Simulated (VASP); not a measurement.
Crystal: Ta4O.

```xyz
5
Lattice="3.2575 0.0000 0.0000 0.0000 3.2575 0.0000 0.0000 0.0000 7.4093" Properties=species:S:1:pos:R:3 pbc="T T T"
Ta    0.0000    0.0000    0.0000
Ta    1.6287    1.6287    1.6067
Ta    1.6287    1.6287    5.8027
Ta    0.0000    0.0000    3.7047
O     1.6287    1.6287    3.7047
```

```yaml
Program: VASP 6.6.1
Task: relaxation of cell and atoms
Functional: PBEsol
Dispersion: D4
Potentials_or_basis: VASP PAW PBE potentials, release 64 (Ta_pv, O)
Cutoff: 600 eV
k_mesh: 8 × 8 × 4
Occupations: fermi-dirac, width 0.05 eV
Spin: no spin polarisation
```

At the start: pressure -9.4 GPa; volume 15.72 Å³/atom.

Problem. How do energy, volume and symmetry change on relaxing?

Solution. Over 10 steps the energy falls by 20.6 meV/atom and the volume is 15.05 Å³/atom (-4.3 %); space group P4/mmm (No. 123, to 0.1 Å) before and after.

Step by step:
| step | energy change (eV) | largest force (eV/Å) | pressure (GPa) | volume (Å³) |
| --- | --- | --- | --- | --- |
| 1 | 0.0000 | 0.0087 | -9.42 | 78.62 |
| 2 | 0.4461 | 0.5093 | 27.91 | 68.56 |
| 3 | -0.1002 | 0.1179 | -0.39 | 75.46 |
| 4 | -0.1003 | 0.1220 | -0.11 | 75.36 |
| 5 | -0.1003 | 0.1244 | 0.12 | 75.29 |
| 6 | -0.1025 | 0.0724 | 0.21 | 75.18 |
| 7 | -0.1027 | 0.0364 | 0.19 | 75.20 |
| 8 | -0.1027 | 0.0169 | -0.34 | 75.36 |
| 9 | -0.1027 | 0.0269 | -0.12 | 75.28 |
| 10 | -0.1028 | 0.0060 | -0.01 | 75.26 |

Final structure:
```yaml
crystal:
  lattice:
    - [3.20334, 0.00000, 0.00000]
    - [0.00000, 3.20334, 0.00000]
    - [0.00000, 0.00000, 7.33404]
  atoms:
    - { symbol: Ta, position: [0.00000, 0.00000, 0.00000] }
    - { symbol: Ta, position: [0.50000, 0.50000, 0.21655] }
    - { symbol: Ta, position: [0.50000, 0.50000, 0.78345] }
    - { symbol: Ta, position: [0.00000, 0.00000, 0.50000] }
    - { symbol: O, position: [0.50000, 0.50000, 0.50000] }
```

Caveat: the PAW data sets were made with another functional, which shifts forces and pressure a little.
